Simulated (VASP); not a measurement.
# Tc (Im-3m) in VASP: relaxation of cell and atoms with r2SCAN

Aim: the relaxation of cell and atoms of Tc with r2SCAN.

Program: VASP 6.6.1. These are calculated values, not measurements. Logs are shortened: lines on timing, memory, paths and dates and some standing lists are left out, and cuts for length are marked.

### 1 The cell of the first run

Symmetry: Im-3m, No. 229, cubic system. The conventional cell has a = 3.060 Å, b = 3.060 Å, c = 3.060 Å, α = 90.00°, β = 90.00°, γ = 90.00°. Tc (site symmetry m-3m) has 14 Tc at 2.65 to 3.06 Å within 3.5 Å.

This isn't the form of Tc at room conditions, which is hcp.

### 2 Relaxation of cell and atoms, r2SCAN

Input file POSCAR:

```
Tc
1.0
   -1.5300000000      1.5300000000      1.5300000000
    1.5300000000     -1.5300000000      1.5300000000
    1.5300000000      1.5300000000     -1.5300000000
Tc
1
Direct
    0.0000000000      0.0000000000      0.0000000000
```

Input file INCAR.step1:

```
ALGO     = Normal         # electronic algorithm
EDIFF    = 1E-5           # SCF threshold, eV
EDIFFG   = -0.005         # ionic threshold
ENCUT    = 550            # plane-wave cutoff, eV
GGA      = PE             # functional
GGA_COMPAT= False        
IBRION   = 2              # ionic algorithm
ISIF     = 3              # what is computed and relaxed
ISMEAR   = -1             # smearing method
LASPH    = True           # aspherical terms in the spheres
LCHARG   = False          # write CHGCAR
LREAL    = False          # projectors in reciprocal space
LWAVE    = True           # write WAVECAR
NELM     = 120            # most SCF steps
NELMIN   = 4            
NSW      = 100            # ionic steps
PREC     = Accurate       # precision mode
SIGMA    = 0.05           # smearing width, eV
```

Input file INCAR.step2:

```
ALGO     = Normal         # electronic algorithm
EDIFF    = 1E-7           # SCF threshold, eV
EDIFFG   = -0.03          # ionic threshold
ENCUT    = 550            # plane-wave cutoff, eV
GGA_COMPAT= False        
IBRION   = 2              # ionic algorithm
ISIF     = 3              # what is computed and relaxed
ISMEAR   = -1             # smearing method
ISTART   = 1            
LASPH    = True           # aspherical terms in the spheres
LCHARG   = False          # write CHGCAR
LMIXTAU  = True         
LREAL    = False          # projectors in reciprocal space
LWAVE    = False          # write WAVECAR
METAGGA  = R2SCAN         # meta-GGA
NELM     = 120            # most SCF steps
NELMIN   = 4            
NSW      = 80             # ionic steps
PREC     = Accurate       # precision mode
SIGMA    = 0.05           # smearing width, eV
```

Input file KPOINTS:

```
k-points
0
Gamma
  9 9 9
```

Potentials or basis: VASP PAW PBE potentials, release 64 (Tc_pv).

Run with:

```
$ cat potpaw_PBE.64/Tc_pv/POTCAR > POTCAR
$ cp INCAR.step1 INCAR
$ mpirun -np 1 vasp_std > vasp.out
$ cp INCAR.step2 INCAR
$ mpirun -np 1 vasp_std > vasp.out
```

OUTCAR:

```text
EDIFF = 1E-7
   EDIFFG = -0.03
   ENCUT = 550
   IBRION = 2
   ISIF = 3
   ISMEAR = -1
   ISTART = 1
   LASPH = True
   LREAL = False
   METAGGA = R2SCAN
   NELM = 120
   NELMIN = 4
   NSW = 80
   PREC = Accurate

 ion  position               nearest neighbor table
   1  0.000  0.000  0.000-

  LATTYP: Found a body centered cubic cell.
 ALAT       =     3.0600000000

  Lattice vectors:

 A1 = (  -1.5300000000,   1.5300000000,   1.5300000000)
 A2 = (   1.5300000000,  -1.5300000000,   1.5300000000)
 A3 = (   1.5300000000,   1.5300000000,  -1.5300000000)

Analysis of symmetry for initial positions (statically):
=====================================================================
 Subroutine PRICEL returns:
 Original cell was already a primitive cell.

 Routine SETGRP: Setting up the symmetry group for a
 body centered cubic supercell.

 Subroutine GETGRP returns: Found 48 space group operations
 (whereof 48 operations were pure point group operations)
 out of a pool of 48 trial point group operations.

The static configuration has the point symmetry O_h .

Analysis of symmetry for dynamics (positions and initial velocities):
=====================================================================
 Subroutine PRICEL returns:
 Original cell was already a primitive cell.

 Routine SETGRP: Setting up the symmetry group for a
 body centered cubic supercell.

 Subroutine GETGRP returns: Found 48 space group operations
 (whereof 48 operations were pure point group operations)
 out of a pool of 48 trial point group operations.

The dynamic configuration has the point symmetry O_h .

 Subroutine INISYM returns: Found 48 space group operations
 (whereof 48 operations are pure point group operations),
 and found     1 'primitive' translations

----------------------------------------------------------------------------------------

                                     Primitive cell

  volume of cell :      14.3263

  direct lattice vectors                    reciprocal lattice vectors
    -1.530000000  1.530000000  1.530000000     0.000000000  0.326797386  0.326797386
     1.530000000 -1.530000000  1.530000000     0.326797386  0.000000000  0.326797386
     1.530000000  1.530000000 -1.530000000     0.326797386  0.326797386  0.000000000

  length of vectors
     2.650037736  2.650037736  2.650037736     0.462161295  0.462161295  0.462161295

  position of ions in fractional coordinates (direct lattice)
     0.000000000  0.000000000  0.000000000

  ion indices of the primitive-cell ions
   primitive index   ion index
                 1           1

----------------------------------------------------------------------------------------

 KPOINTS: k-points

Automatic generation of k-mesh.
 Grid dimensions read from file:
 generate k-points for:    9    9    9

 Generating k-lattice:

  Cartesian coordinates                     Fractional coordinates (reciprocal lattice)
     0.000000000  0.036310821  0.036310821     0.111111111  0.000000000  0.000000000
     0.036310821  0.000000000  0.036310821     0.000000000  0.111111111  0.000000000
     0.036310821  0.036310821  0.000000000     0.000000000  0.000000000  0.111111111

  Length of vectors
     0.051351255  0.051351255  0.051351255

  Shift w.r.t. Gamma in fractional coordinates (k-lattice)
     0.000000000  0.000000000  0.000000000

 Subroutine IBZKPT returns following result:
 ===========================================

 Found     35 irreducible k-points:

 Following reciprocal coordinates:
            Coordinates               Weight
  0.000000  0.000000  0.000000      1.000000
  0.111111  0.000000  0.000000     12.000000
  0.222222  0.000000  0.000000     12.000000
  0.333333  0.000000  0.000000     12.000000
  0.444444  0.000000  0.000000     12.000000
  0.111111  0.111111  0.000000     24.000000
[... 16 lines left out ...]
 -0.333333  0.444444  0.111111     48.000000
 -0.444444 -0.444444  0.111111     24.000000
 [... further k-points ...]
   k-points           NKPTS =     35   k-points in BZ     NKDIM =     35   number of bands    NBANDS=     10
   number of dos      NEDOS =    301   number of ions     NIONS =      1
   total plane-waves  NPLWV =   8000
   dimension x,y,z NGX =    20 NGY =   20 NGZ =   20
   dimension x,y,z NGXF=    40 NGYF=   40 NGZF=   40
   ions per type =               1
   NGX,Y,Z   is equivalent  to a cutoff of  12.55, 12.55, 12.55 a.u.
   NGXF,Y,Z  is equivalent  to a cutoff of  25.09, 25.09, 25.09 a.u.
 SYSTEM =  unknown system
   PREC   = accura    normal or accurate (medium, high low for compatibility)
   ISTART =      1    job   : 0-new  1-cont  2-samecut
   ICHARG =      0    charge: 1-file 2-atom 10-const
   ISPIN  =      1    spin polarized calculation?
   LNONCOLLINEAR =      F non collinear calculations
   LSORBIT =      F    spin-orbit coupling
   LASPH  =      T    aspherical Exc in radial PAW
   ENCUT  =  550.0 eV  40.42 Ry    6.36 a.u.   5.07  5.07  5.07*2*pi/ulx,y,z
   NELM   =    120;   NELMIN=  4; NELMDL=  0     # of ELM steps
   EDIFF  = 0.1E-06   stopping-criterion for ELM
   LREAL  =      F    real-space projection
   EDIFFG = -.3E-01   stopping-criterion for IOM
   NSW    =     80    number of steps for IOM
   IBRION =      2    ionic relax: 0-MD 1-quasi-New 2-CG
   NFREE  =      1    steps in history (QN), initial steepest desc. (CG)
   ISIF   =      3    stress and relaxation
   ISYM   =      2    0-nonsym 1-usesym 2-fastsym
   POTIM  = 0.5000    time-step for ionic-motion
   TEBEG  =    0.0;   TEEND  =   0.0 temperature during run
   PSTRESS=    0.0 pullay stress
   NELECT =      13.0000    total number of electrons
   NUPDOWN=      -1.0000    fix difference up-down
   EMIN   =  10.00;   EMAX   =-10.00  energy-range for DOS
   EFERMI =   0.00;   METHOD = LEGACY
   ISMEAR =    -1;   SIGMA  =   0.05  broadening in eV -4-tet -1-fermi 0-gaus
   EFERMI_NEDOS =   21; number of points for ismear=-14 and -15
   IALGO  =     38    algorithm
   IMIX   =      4    mixing-type and parameters
     AMIX     =   0.40;   BMIX     =  1.00
     AMIX_MAG =   1.60;   BMIX_MAG =  1.00
  volume/ion in A,a.u.               =      14.33        96.68
  Fermi-wavevector in a.u.,A,eV,Ry     =   1.584934  2.995091 34.178050  2.512016
  Thomas-Fermi vector in A             =   2.684476
   LORBIT       =      0    0 simple, 1 ext, 2 COOP (PROOUT), +10 PAW based schemes
   METAGGA = R2SCAN    functional components
   LHFCALC =     F    Hartree Fock is set to
   AEXX    =    0.0000 exact exchange contribution
   IVDW    =     0    specifies the selected vdW correction
   LEPSILON=     F    determine dielectric tensor
   LRPA    =     F    only Hartree local field effects (RPA)
 conjugate gradient relaxation of ions
 non-spin polarized calculation
  energy-cutoff  :      550.00
  volume of cell :       14.33
 maximum number of plane-waves:       432
   NGX = 11   NGY = 11   NGZ = 11

--------------------------------------- Ionic step        1  -------------------------------------------

 number of electron      13.0000005 magnetization

 Free energy of the ion-electron system (eV)
  ---------------------------------------------------
  ext. energy  EPLUGINS =         0.00000000
  ---------------------------------------------------
  free energy    TOTEN  =       -25.75416601 eV

  energy without entropy =      -25.74129000  energy(sigma->0) =      -25.74772801

------------------------ aborting loop because EDIFF is reached ----------------------------------------

  FORCE on cell =-STRESS in cart. coord.  units (eV):
  Direction    XX          YY          ZZ          XY          YZ          ZX
  --------------------------------------------------------------------------------------
  -------------------------------------------------------------------------------------
  Total        0.1671611      0.1671611      0.1671611     -0.0000000      0.0000000      0.0000000
  in kB       18.6944017     18.6944017     18.6944017     -0.0000000      0.0000000      0.0000000
  external PRESSURE =      18.6944017 kB  Pullay stress =       0.0000000 kB
[... 55 lines left out ...]
  energy  without entropy=      -25.7367753739  energy(sigma->0) =      -25.74335237

--------------------------------------- Ionic step        3  -------------------------------------------

 number of electron      13.0000004 magnetization

 Free energy of the ion-electron system (eV)
  ---------------------------------------------------
  ext. energy  EPLUGINS =         0.00000000
  ---------------------------------------------------
  free energy    TOTEN  =       -25.75464259 eV

  energy without entropy =      -25.74169679  energy(sigma->0) =      -25.74816969

 E-fermi :  13.1174     XC(G=0): -15.0814

 val. band max:       13.0947256433   @ k =  -0.4444   0.4444   0.3333
 cond. band min:      13.1781675648   @ k =   0.2222   0.2222   0.0000
 fundamental gap:      0.0834419214
 Fermi energy:        13.1173726154

 k-point     1 :       0.0000    0.0000    0.0000
  band No.  band energies     occupation
      1     -26.9830      2.00000
      2     -26.9830      2.00000
      3     -26.9830      2.00000
      4       4.7349      2.00000
      5      10.5881      2.00000
      6      10.5881      2.00000
      7      10.5881      2.00000
      8      13.8102      0.00000
      9      13.8102      0.00000
     10      29.6783      0.00000
[... 287 lines left out ...]
 k-point    24 :      -0.4444   -0.4444    0.1111
  band No.  band energies     occupation
      1     -28.1967      2.00000
      2     -27.6239      2.00000
      3     -27.1979      2.00000
      4       7.7215      2.00000
      5       9.4967      2.00000
      6      10.3081      2.00000
      7      12.8979      1.97549
      8      15.6950      0.00000
      9      19.7214      0.00000
     10      24.0887      0.00000

 [... further k-points ...]

------------------------ aborting loop because EDIFF is reached ----------------------------------------

  FORCE on cell =-STRESS in cart. coord.  units (eV):
  Direction    XX          YY          ZZ          XY          YZ          ZX
  --------------------------------------------------------------------------------------
  -------------------------------------------------------------------------------------
  Total        0.0004307      0.0004307      0.0004307     -0.0000000      0.0000000     -0.0000000
  in kB        0.0478851      0.0478851      0.0478851     -0.0000000      0.0000000     -0.0000000
  external PRESSURE =       0.0478851 kB  Pullay stress =       0.0000000 kB
[... 16 lines left out ...]
  FREE ENERGIE OF THE ION-ELECTRON SYSTEM (eV)
  ---------------------------------------------------
  free  energy   TOTEN  =       -25.7546425877 eV

  energy  without entropy=      -25.7416967867  energy(sigma->0) =      -25.74816969

 reached required accuracy - stopping structural energy minimisation
```

Wall time 65 s (1 thread of Intel Xeon Platinum 8259CL at 2.50GHz (Skylake/Cascade Lake), shared host); peak memory 0.13 GiB.

What came out:

| Item | Value |
| --- | --- |
| Free energy | -25.7546 eV |
| Relaxed volume | 14.41 Å³/atom |
| Relaxed cell | a = 2.655 Å, b = 2.655 Å, c = 2.655 Å, α = 109.47°, β = 109.47°, γ = 109.47° |
| Space group after relaxing (to 0.1 Å) | Im-3m (No. 229) |
| Energy gained by relaxing | 0.5 meV/atom |
| Ionic steps | 3 |
| Pressure after relaxing | 0.0 GPa |
| Band gap on the k mesh | zero (an odd number of electrons rules out a gap without spin polarisation) |

Step by step:
```
step  energy change (eV)  largest force (eV/Å)  pressure (GPa)  volume (Å³)
   1              0.0000                0.0000            1.87        14.33
   2              0.0042                0.0000           -5.56        14.68
   3             -0.0005                0.0000            0.00        14.41
```

Final structure:
```
Tc
1.0
    -1.53297    1.53297    1.53297
     1.53297   -1.53297    1.53297
     1.53297    1.53297   -1.53297
Tc
1
Cartesian
  0.0000 0.0000 0.0000
```

Caveat: the PAW data sets were made with another functional, which shifts forces and pressure a little.

The gap in the log of VASP goes by the Fermi energy; the results here count the filled bands.